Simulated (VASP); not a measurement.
# Ti3Al5 (Pmmm) in VASP: single point with r2SCAN

Aim: the single point of Ti3Al5 with r2SCAN.

All numbers are computed with VASP 6.6.1; they aren't measurements. Logs are shortened: lines on timing, memory, paths and dates and some standing lists are left out, and cuts for length are marked.

### 1 The cell of the first run

The structure is orthorhombic, space group Pmmm (No. 47). Conventional cell: a = 3.785 Å, b = 3.890 Å, c = 7.830 Å, α = 90.00°, β = 90.00°, γ = 90.00°. Ti (site symmetry mm2) has 10 Al at 2.64 to 2.84 Å and 2 Ti at 2.80 Å within 3.5 Å. Ti (site symmetry mmm) has 8 Al at 2.71 to 2.73 Å and 4 Ti at 2.80 Å within 3.6 Å. Al (site symmetry mmm) has 4 Al at 2.69 Å and 8 Ti at 2.71 to 2.84 Å within 3.5 Å. Within 3.5 Å of Al (site symmetry mmm) lie 4 Ti at 2.68 Å and 8 Al at 2.71 to 2.75 Å. Within 3.5 Å of Al (site symmetry mmm) lie 4 Ti at 2.64 Å and 8 Al at 2.71 to 2.79 Å. Within 3.5 Å of Al (site symmetry mm2) lie 6 Al at 2.69 to 2.79 Å and 6 Ti at 2.72 to 2.73 Å.

### 2 Single point, r2SCAN (14.41 Å³/atom)

POSCAR reads:

```
Ti3Al5
1.0
    3.7849595783      0.0000000000      0.0000000000
    0.0000000000      3.8895899994      0.0000000000
    0.0000000000      0.0000000000      7.8297275009
Ti Al
3 5
Direct
    0.0000000000      0.5000000000      0.2641924033
    0.0000000000      0.5000000000      0.7358075967
    0.5000000000      0.5000000000      0.0000000000
    0.0000000000      0.0000000000      0.0000000000
    0.0000000000      0.0000000000      0.5000000000
    0.5000000000      0.5000000000      0.5000000000
    0.5000000000      0.0000000000      0.2445096408
    0.5000000000      0.0000000000      0.7554903592
```

INCAR.step1 reads:

```
SYSTEM = Ti3Al5
PREC = Accurate
ENCUT = 520
ISMEAR = 0
SIGMA = 0.1
LREAL = .FALSE.
LASPH = .TRUE.
NELM = 80
NBANDS = 36
GGA = PE
ALGO = Normal
EDIFF = 1E-4
LWAVE = .TRUE.
LCHARG = .FALSE.
```

INCAR.step2 reads:

```
SYSTEM = Ti3Al5
PREC = Accurate
ENCUT = 520
EDIFF = 1E-7
ISMEAR = 0
SIGMA = 0.1
LREAL = .FALSE.
LASPH = .TRUE.
NELM = 80
ALGO = Normal
ISIF = 2
LWAVE = .FALSE.
LCHARG = .TRUE.
METAGGA = R2SCAN
LMIXTAU = .TRUE.
LELF = .TRUE.
LVHAR = .TRUE.
NBANDS = 36
ISTART = 1
```

KPOINTS reads:

```
regular mesh
0
G
  10 10 6
  0 0 0
```

Potentials or basis: VASP PAW PBE potentials, release 64 (Ti_sv, Al).

The run is started by

```bash
$ cat potpaw_PBE.64/Ti_sv/POTCAR potpaw_PBE.64/Al/POTCAR > POTCAR
$ cp INCAR.step1 INCAR
$ mpirun -np 1 vasp_std > vasp.out
$ cp INCAR.step2 INCAR
$ mpirun -np 1 vasp_std > vasp.out
```

OUTCAR:

```text
SYSTEM = Ti3Al5
   PREC = Accurate
   ENCUT = 520
   EDIFF = 1E-7
   ISMEAR = 0
   LREAL = .FALSE.
   LASPH = .TRUE.
   NELM = 80
   ISIF = 2
   METAGGA = R2SCAN
   ISTART = 1

 ion  position               nearest neighbor table
   1  0.000  0.500  0.264-   6 2.64   6 2.64   5 2.68   5 2.68   7 2.72   7 2.72   7 2.72   7 2.72
                             3 2.80   3 2.80   4 2.84   4 2.84
   2  0.000  0.500  0.736-   6 2.64   6 2.64   5 2.68   5 2.68   8 2.72   8 2.72   8 2.72   8 2.72
                             3 2.80   3 2.80   4 2.84   4 2.84
   3  0.500  0.500  0.000-   4 2.71   4 2.71   4 2.71   4 2.71   7 2.73   8 2.73   8 2.73   7 2.73
                             1 2.80   2 2.80   1 2.80   2 2.80
   4  0.000  0.000  0.000-   7 2.69   8 2.69   7 2.69   8 2.69   3 2.71   3 2.71   3 2.71   3 2.71
                             1 2.84   1 2.84   2 2.84   2 2.84
   5  0.000  0.000  0.500-   1 2.68   2 2.68   1 2.68   2 2.68   6 2.71   6 2.71   6 2.71   6 2.71
                             8 2.75   7 2.75   8 2.75   7 2.75
   6  0.500  0.500  0.500-   1 2.64   2 2.64   1 2.64   2 2.64   5 2.71   5 2.71   5 2.71   5 2.71
                             8 2.79   7 2.79   7 2.79   8 2.79
   7  0.500  0.000  0.245-   4 2.69   4 2.69   1 2.72   1 2.72   1 2.72   1 2.72   3 2.73   3 2.73
                             5 2.75   5 2.75   6 2.79   6 2.79
   8  0.500  0.000  0.755-   4 2.69   4 2.69   2 2.72   2 2.72   2 2.72   2 2.72   3 2.73   3 2.73
                             5 2.75   5 2.75   6 2.79   6 2.79

  LATTYP: Found a simple orthorhombic cell.
 ALAT       =     3.7849595783
 B/A-ratio  =     1.0276437354
 C/A-ratio  =     2.0686423036

  Lattice vectors:

 A1 = (   3.7849595783,   0.0000000000,   0.0000000000)
 A2 = (   0.0000000000,   3.8895899994,   0.0000000000)
 A3 = (   0.0000000000,   0.0000000000,   7.8297275009)

Analysis of symmetry for initial positions (statically):
=====================================================================
 Subroutine PRICEL returns:
 Original cell was already a primitive cell.

 Routine SETGRP: Setting up the symmetry group for a
 simple orthorhombic supercell.

 Subroutine GETGRP returns: Found  8 space group operations
 (whereof  8 operations were pure point group operations)
 out of a pool of  8 trial point group operations.

The static configuration has the point symmetry D_2h.

Analysis of symmetry for dynamics (positions and initial velocities):
=====================================================================
 Subroutine PRICEL returns:
 Original cell was already a primitive cell.

 Routine SETGRP: Setting up the symmetry group for a
 simple orthorhombic supercell.

 Subroutine GETGRP returns: Found  8 space group operations
 (whereof  8 operations were pure point group operations)
 out of a pool of  8 trial point group operations.

The dynamic configuration has the point symmetry D_2h.

 Subroutine INISYM returns: Found  8 space group operations
 (whereof  8 operations are pure point group operations),
 and found     1 'primitive' translations

----------------------------------------------------------------------------------------

                                     Primitive cell

  volume of cell :     115.2688

  direct lattice vectors                    reciprocal lattice vectors
     3.784959578  0.000000000  0.000000000     0.264203614  0.000000000  0.000000000
     0.000000000  3.889589999  0.000000000     0.000000000  0.257096506  0.000000000
     0.000000000  0.000000000  7.829727501     0.000000000  0.000000000  0.127718366

  length of vectors
     3.784959578  3.889589999  7.829727501     0.264203614  0.257096506  0.127718366

  position of ions in fractional coordinates (direct lattice)
     0.000000000  0.500000000  0.264192403
     0.000000000  0.500000000  0.735807597
     0.500000000  0.500000000  0.000000000
     0.000000000  0.000000000  0.000000000
     0.000000000  0.000000000  0.500000000
     0.500000000  0.500000000  0.500000000
     0.500000000  0.000000000  0.244509641
     0.500000000  0.000000000  0.755490359

  ion indices of the primitive-cell ions
   primitive index   ion index
                 1           1
                 2           2
                 3           3
                 4           4
                 5           5
                 6           6
                 7           7
                 8           8

----------------------------------------------------------------------------------------

 KPOINTS: regular mesh

Automatic generation of k-mesh.
 Grid dimensions read from file:
 generate k-points for:   10   10    6

 Generating k-lattice:

  Cartesian coordinates                     Fractional coordinates (reciprocal lattice)
     0.026420361  0.000000000  0.000000000     0.100000000  0.000000000  0.000000000
     0.000000000  0.025709651  0.000000000     0.000000000  0.100000000  0.000000000
     0.000000000  0.000000000  0.021286394     0.000000000  0.000000000  0.166666667

  Length of vectors
     0.026420361  0.025709651  0.021286394

  Shift w.r.t. Gamma in fractional coordinates (k-lattice)
     0.000000000  0.000000000  0.000000000

 Subroutine IBZKPT returns following result:
 ===========================================

 Found    144 irreducible k-points:

 Following reciprocal coordinates:
            Coordinates               Weight
  0.000000  0.000000  0.000000      1.000000
  0.100000  0.000000  0.000000      2.000000
  0.200000  0.000000  0.000000      2.000000
  0.300000  0.000000  0.000000      2.000000
  0.400000  0.000000  0.000000      2.000000
  0.500000  0.000000  0.000000      1.000000
[... 16 lines left out ...]
  0.400000  0.300000  0.000000      4.000000
  0.500000  0.300000  0.000000      2.000000
 [... further k-points ...]
   k-points           NKPTS =    144   k-points in BZ     NKDIM =    144   number of bands    NBANDS=     36
   number of dos      NEDOS =    301   number of ions     NIONS =      8
   total plane-waves  NPLWV =  50400
   dimension x,y,z NGX =    28 NGY =   30 NGZ =   60
   dimension x,y,z NGXF=    56 NGYF=   60 NGZF=  120
   ions per type =               3   5
   NGX,Y,Z   is equivalent  to a cutoff of  12.30, 12.82, 12.74 a.u.
   NGXF,Y,Z  is equivalent  to a cutoff of  24.60, 25.64, 25.48 a.u.
 SYSTEM =  Ti3Al5
   PREC   = accura    normal or accurate (medium, high low for compatibility)
   ISTART =      1    job   : 0-new  1-cont  2-samecut
   ICHARG =      0    charge: 1-file 2-atom 10-const
   ISPIN  =      1    spin polarized calculation?
   LNONCOLLINEAR =      F non collinear calculations
   LSORBIT =      F    spin-orbit coupling
   LASPH  =      T    aspherical Exc in radial PAW
   ENCUT  =  520.0 eV  38.22 Ry    6.18 a.u.   7.04  7.23 14.56*2*pi/ulx,y,z
   NELM   =     80;   NELMIN=  2; NELMDL=  0     # of ELM steps
   EDIFF  = 0.1E-06   stopping-criterion for ELM
   LREAL  =      F    real-space projection
   EDIFFG = 0.1E-05   stopping-criterion for IOM
   NSW    =      0    number of steps for IOM
   IBRION =     -1    ionic relax: 0-MD 1-quasi-New 2-CG
   NFREE  =      0    steps in history (QN), initial steepest desc. (CG)
   ISIF   =      2    stress and relaxation
   ISYM   =      2    0-nonsym 1-usesym 2-fastsym
   POTIM  = 0.5000    time-step for ionic-motion
   TEBEG  =    0.0;   TEEND  =   0.0 temperature during run
   PSTRESS=    0.0 pullay stress
   NELECT =      51.0000    total number of electrons
   NUPDOWN=      -1.0000    fix difference up-down
   EMIN   =  10.00;   EMAX   =-10.00  energy-range for DOS
   EFERMI =   0.00;   METHOD = LEGACY
   ISMEAR =     0;   SIGMA  =   0.10  broadening in eV -4-tet -1-fermi 0-gaus
   EFERMI_NEDOS =   21; number of points for ismear=-14 and -15
   IALGO  =     38    algorithm
   IMIX   =      4    mixing-type and parameters
     AMIX     =   0.40;   BMIX     =  1.00
     AMIX_MAG =   1.60;   BMIX_MAG =  1.00
  volume/ion in A,a.u.               =      14.41        97.23
  Fermi-wavevector in a.u.,A,eV,Ry     =   1.247463  2.357363 21.172894  1.556164
  Thomas-Fermi vector in A             =   2.381594
   LORBIT       =      0    0 simple, 1 ext, 2 COOP (PROOUT), +10 PAW based schemes
   METAGGA = R2SCAN    functional components
   LHFCALC =     F    Hartree Fock is set to
   AEXX    =    0.0000 exact exchange contribution
   IVDW    =     0    specifies the selected vdW correction
   LEPSILON=     F    determine dielectric tensor
   LRPA    =     F    only Hartree local field effects (RPA)
 non-spin polarized calculation
 Gauss-broadening in eV      SIGMA  =   0.10
  energy-cutoff  :      520.00
  volume of cell :      115.27
 maximum number of plane-waves:      3140
   NGX = 15   NGY = 15   NGZ = 29

 number of electron      51.0000011 magnetization

 Free energy of the ion-electron system (eV)
  ---------------------------------------------------
  ext. energy  EPLUGINS =         0.00000000
  ---------------------------------------------------
  free energy    TOTEN  =       -75.75548999 eV

  energy without entropy =      -75.73390915  energy(sigma->0) =      -75.74469957

 E-fermi :   9.5935     XC(G=0): -12.1525

 val. band max:        9.5907110252   @ k =   0.3000   0.5000   0.3333
 cond. band min:       9.5992633446   @ k =   0.5000   0.4000   0.1667
 fundamental gap:      0.0085523194
 Fermi energy:         9.5935418541

 k-point     1 :       0.0000    0.0000    0.0000
  band No.  band energies     occupation
      1     -49.1767      2.00000
      2     -49.1639      2.00000
      3     -48.9695      2.00000
      4     -24.5473      2.00000
      5     -24.5311      2.00000
      6     -24.4963      2.00000
[... 28 lines left out ...]
     35      13.7038      0.00000
     36      13.7404      0.00000

 k-point     2 :       0.1000    0.0000    0.0000
  band No.  band energies     occupation
      1     -49.1755      2.00000
      2     -49.1637      2.00000
      3     -48.9703      2.00000
      4     -24.5458      2.00000
      5     -24.5308      2.00000
      6     -24.4989      2.00000
[... 28 lines left out ...]
     35      13.4927      0.00000
     36      13.7253      0.00000

 k-point     3 :       0.2000    0.0000    0.0000
  band No.  band energies     occupation
      1     -49.1724      2.00000
      2     -49.1633      2.00000
      3     -48.9727      2.00000
      4     -24.5418      2.00000
      5     -24.5301      2.00000
      6     -24.5112      2.00000
[... 28 lines left out ...]
     35      13.6102      0.00000
     36      13.6959      0.00000

 k-point     4 :       0.3000    0.0000    0.0000
  band No.  band energies     occupation
      1     -49.1683      2.00000
      2     -49.1628      2.00000
      3     -48.9758      2.00000
      4     -24.5367      2.00000
      5     -24.5332      2.00000
      6     -24.5293      2.00000
[... 28 lines left out ...]
     35      13.3447      0.00000
     36      13.6034      0.00000

 k-point     5 :       0.4000    0.0000    0.0000
  band No.  band energies     occupation
      1     -49.1650      2.00000
      2     -49.1623      2.00000
      3     -48.9784      2.00000
      4     -24.5471      2.00000
      5     -24.5400      2.00000
      6     -24.5324      2.00000
[... 655 lines left out ...]
 k-point    22 :       0.3000    0.3000    0.0000
  band No.  band energies     occupation
      1     -49.1675      2.00000
      2     -49.1620      2.00000
      3     -48.9750      2.00000
      4     -24.5554      2.00000
      5     -24.5461      2.00000
      6     -24.5303      2.00000
[... 28 lines left out ...]
     35      12.5763      0.00000
     36      13.3413      0.00000

 k-point    23 :       0.4000    0.3000    0.0000
  band No.  band energies     occupation
      1     -49.1642      2.00000
      2     -49.1616      2.00000
      3     -48.9776      2.00000
      4     -24.5503      2.00000
      5     -24.5451      2.00000
      6     -24.5440      2.00000
[... 28 lines left out ...]
     35      12.7395      0.00000
     36      13.0093      0.00000

 k-point    24 :       0.5000    0.3000    0.0000
  band No.  band energies     occupation
      1     -49.1629      2.00000
      2     -49.1615      2.00000
      3     -48.9786      2.00000
      4     -24.5487      2.00000
      5     -24.5481      2.00000
      6     -24.5447      2.00000
[... 28 lines left out ...]
     35      12.6697      0.00000
     36      12.8599      0.00000

 [... further k-points ...]

------------------------ aborting loop because EDIFF is reached ----------------------------------------

  FORCE on cell =-STRESS in cart. coord.  units (eV):
  Direction    XX          YY          ZZ          XY          YZ          ZX
  --------------------------------------------------------------------------------------
  -------------------------------------------------------------------------------------
  Total        9.6211441      9.6207810      9.6038151      0.0000000      0.0000000      0.0000000
  in kB      133.7289962    133.7239490    133.4881311      0.0000000      0.0000000      0.0000000
  external PRESSURE =     133.6470254 kB  Pullay stress =       0.0000000 kB

 VOLUME and BASIS-vectors are now :
 -----------------------------------------------------------------------------
  energy-cutoff  :      520.00
  volume of cell :      115.27
      direct lattice vectors                 reciprocal lattice vectors
     3.784959578  0.000000000  0.000000000     0.264203614  0.000000000  0.000000000
     0.000000000  3.889589999  0.000000000     0.000000000  0.257096506  0.000000000
     0.000000000  0.000000000  7.829727501     0.000000000  0.000000000  0.127718366

 POSITION                                       TOTAL-FORCE (eV/Angst)
 -----------------------------------------------------------------------------------
      0.00000      1.94479      2.06855        -0.000000      0.000000      0.008701
      0.00000      1.94479      5.76117        -0.000000      0.000000     -0.008701
      1.89248      1.94479      0.00000        -0.000000      0.000000      0.000000
      0.00000      0.00000      0.00000        -0.000000      0.000000      0.000000
      0.00000      0.00000      3.91486        -0.000000      0.000000      0.000000
      1.89248      1.94479      3.91486        -0.000000      0.000000      0.000000
      1.89248      0.00000      1.91444        -0.000000      0.000000      0.008661
      1.89248      0.00000      5.91528         0.000000      0.000000     -0.008661
 -----------------------------------------------------------------------------------
    total drift:                                0.000000      0.000000      0.000000

  FREE ENERGIE OF THE ION-ELECTRON SYSTEM (eV)
  ---------------------------------------------------
  free  energy   TOTEN  =       -75.7554899872 eV

  energy  without entropy=      -75.7339091487  energy(sigma->0) =      -75.74469957
```

Run time: 72 min. Hardware: 1 thread of Oxide Virtual Turin-like, shared host; peak memory 0.52 GiB.

Results:

```yaml
Free_energy: -75.7555 eV
Pressure: 13.4 GPa
Largest_force: 0.009 eV/Å
Band_gap_on_the_k_mesh: zero (an odd number of electrons rules out a gap without spin polarisation)
```

Forces on the atoms (eV/Å):
```
Ti   0.000  0.000  0.009
Ti   0.000  0.000 -0.009
Ti   0.000  0.000  0.000
Al   0.000  0.000  0.000
Al   0.000  0.000  0.000
Al   0.000  0.000  0.000
Al   0.000  0.000  0.009
Al   0.000  0.000 -0.009
```

Levels at points of the mesh, in eV from the Fermi level:
| k point | band 24 | band 25 | band 26 | band 27 | band 28 | band 29 |
| --- | --- | --- | --- | --- | --- | --- |
| (0.00, 0.00, 0.00) | -0.72 | -0.62 | -0.30 | 0.12 | 0.79 | 0.83 |
| (0.50, 0.00, 0.00) | -1.00 | -0.59 | -0.09 | 0.91 | 1.11 | 1.73 |
| (0.00, 0.50, 0.00) | -0.33 | 0.07 | 1.16 | 1.36 | 1.52 | 1.80 |
| (0.50, 0.50, 0.00) | -0.99 | -0.86 | -0.13 | -0.10 | 1.29 | 1.59 |
| (0.00, 0.00, 0.50) | -0.65 | -0.59 | -0.28 | 0.21 | 0.71 | 0.95 |
| (0.50, 0.00, 0.50) | -0.75 | -0.72 | -0.58 | 1.14 | 1.37 | 1.51 |
| (0.00, 0.50, 0.50) | 0.83 | 0.84 | 1.08 | 1.16 | 1.33 | 1.40 |
| (0.50, 0.50, 0.50) | -1.82 | -1.21 | -0.73 | -0.27 | 1.64 | 1.64 |

Caveat: the cell stands under pressure; the PAW data sets were made with another functional, which shifts forces and pressure a little.
